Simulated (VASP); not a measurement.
Set up this calculation in VASP 6.6.1, as the native input.

```yaml
Task: single point
Functional: r2SCAN
Potentials_or_basis: VASP PAW PBE potentials, release 64 (Al, N, Br)
Cutoff: 520 eV
k_mesh: 6 × 6 × 4
Occupations: methfessel-paxton, width 0.0401 eV
Spin: no spin polarisation
Dipole_correction: no
Further_INCAR_settings: ALGO = Normal; EDIFF = 1e-06; NBANDS = 24
```

The system is AlBrN.

```
Al N Br
1.0
     3.80846    0.00000    0.00000
     0.00000    3.49854    0.00000
     0.00000    0.00000    6.89350
Al N Br
2 2 2
Direct
  0.00000 0.50000 0.06673
  0.50000 0.00000 0.93327
  0.00000 0.00000 0.93608
  0.50000 0.50000 0.06392
  0.00000 0.00000 0.34279
  0.50000 0.50000 0.65721
```

One way to write it, as run:

POSCAR

```
AlBrN
1.0
    3.8084616313      0.0000000000      0.0000000000
    0.0000000000      3.4985409962      0.0000000000
    0.0000000000      0.0000000000      6.8934961651
Al N Br
2 2 2
Direct
    0.0000000000      0.5000000000      0.0667347001
    0.5000000000      0.0000000000      0.9332652999
    0.0000000000      0.0000000000      0.9360845654
    0.5000000000      0.5000000000      0.0639154346
    0.0000000000      0.0000000000      0.3427923461
    0.5000000000      0.5000000000      0.6572076539
```

INCAR.step1

```
SYSTEM = AlBrN
PREC = Accurate ; ENCUT = 520
ISMEAR = 1 ; SIGMA = 0.0401
LREAL = .FALSE. ; LASPH = .TRUE.
NELM = 60 ; NBANDS = 24
GGA = PE ; ALGO = Normal
EDIFF = 1E-4 ; LWAVE = .TRUE.
LCHARG = .FALSE.
```

INCAR.step2

```
SYSTEM = AlBrN
PREC = Accurate ; ENCUT = 520
EDIFF = 1E-6 ; ISMEAR = 1
SIGMA = 0.0401 ; LREAL = .FALSE.
LASPH = .TRUE. ; NELM = 60
ALGO = Normal ; ISIF = 2
LWAVE = .FALSE. ; LCHARG = .FALSE.
METAGGA = R2SCAN ; LMIXTAU = .TRUE.
NBANDS = 24 ; ISTART = 1
```

KPOINTS

```
Automatic mesh
0
G
  6 6 4
  0 0 0
```

Potentials or basis: VASP PAW PBE potentials, release 64 (Al, N, Br).

Launch:

```console
$ cat potpaw_PBE.64/Al/POTCAR potpaw_PBE.64/N/POTCAR potpaw_PBE.64/Br/POTCAR > POTCAR
$ cp INCAR.step1 INCAR
$ mpirun -np 1 vasp_std > vasp.out
$ cp INCAR.step2 INCAR
$ mpirun -np 1 vasp_std > vasp.out
```

It gave:

```yaml
Pressure: 4.8 GPa
Largest_force: 0.011 eV/Å
Band_gap_on_the_k_mesh: zero (band 15 reaches 4.37 eV, above the bottom of band 16 at 3.28 eV)
```

Caveat: the PAW data sets were made with another functional, which shifts forces and pressure a little.

It took 3.6 min on 1 thread of Intel(R) Xeon(R) 6975P-C (Granite Rapids), on a shared host, peak memory 0.26 GiB.
